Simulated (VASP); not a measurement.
Set up this calculation in VASP 6.6.1, as the native input.

* Task: single point
* Functional: r2SCAN
* Potentials or basis: VASP PAW PBE potentials, release 64 (Sn_d, Te)
* Cutoff: 520 eV
* k mesh: 4 × 4 × 4
* Occupations: gaussian, width 0.01 eV
* Spin: no spin polarisation
* Dipole correction: no
* Further INCAR settings: ALGO = Normal; EDIFF = 1e-06; NBANDS = 17

The system is SnTe.

```xyz
2
Lattice="0.0000 3.6111 3.6111 3.6111 0.0000 3.6111 3.6111 3.6111 0.0000" Properties=species:S:1:pos:R:3 pbc="T T T"
Sn    0.0000    0.0000    0.0000
Te    5.4167    5.4167    5.4167
```

These files were run (other wordings do the same):

POSCAR

```
SnTe
1.0
    0.0000000000      3.6111460000      3.6111460000
    3.6111460000      0.0000000000      3.6111460000
    3.6111460000      3.6111460000      0.0000000000
Sn Te
1 1
Direct
    0.0000000000      0.0000000000      0.0000000000
    0.7500000000      0.7500000000      0.7500000000
```

INCAR.step1

```
SYSTEM = SnTe
  PREC = Accurate
  ENCUT = 520
  ISMEAR = 0
  SIGMA = 0.01
  LREAL = .False.
  LASPH = .True.
  NELM = 80
  NBANDS = 17
  GGA = PE
  ALGO = Normal
  EDIFF = 1E-4
  LWAVE = .True.
  LCHARG = .False.
```

INCAR.step2

```
SYSTEM = SnTe
  PREC = Accurate
  ENCUT = 520
  EDIFF = 1E-6
  ISMEAR = 0
  SIGMA = 0.01
  LREAL = .False.
  LASPH = .True.
  NELM = 80
  ALGO = Normal
  ISIF = 2
  LWAVE = .False.
  LCHARG = .True.
  METAGGA = R2SCAN
  LMIXTAU = .True.
  LELF = .True.
  LVHAR = .True.
  NBANDS = 17
  ISTART = 1
```

KPOINTS

```
regular mesh
0
Gamma
  4 4 4
  0 0 0
```

Potentials or basis: VASP PAW PBE potentials, release 64 (Sn_d, Te).

Command:

```bash
$ cat potpaw_PBE.64/Sn_d/POTCAR potpaw_PBE.64/Te/POTCAR > POTCAR
$ cp INCAR.step1 INCAR
$ mpirun -np 1 vasp_std > vasp.out
$ cp INCAR.step2 INCAR
$ mpirun -np 1 vasp_std > vasp.out
```

It gave:

| Property | Result |
| --- | --- |
| Pressure | -0.7 GPa |
| Band gap on the k mesh | 0.16 eV, indirect (least direct gap 0.90 eV) |

Caveat: the PAW data sets were made with another functional, which shifts forces and pressure a little; spin-orbit coupling is left out, which moves the levels of the heavy elements.

Wall time 39 s on 1 thread of Intel(R) Xeon(R) 6975P-C (Granite Rapids) (shared host), peak memory 0.26 GiB.
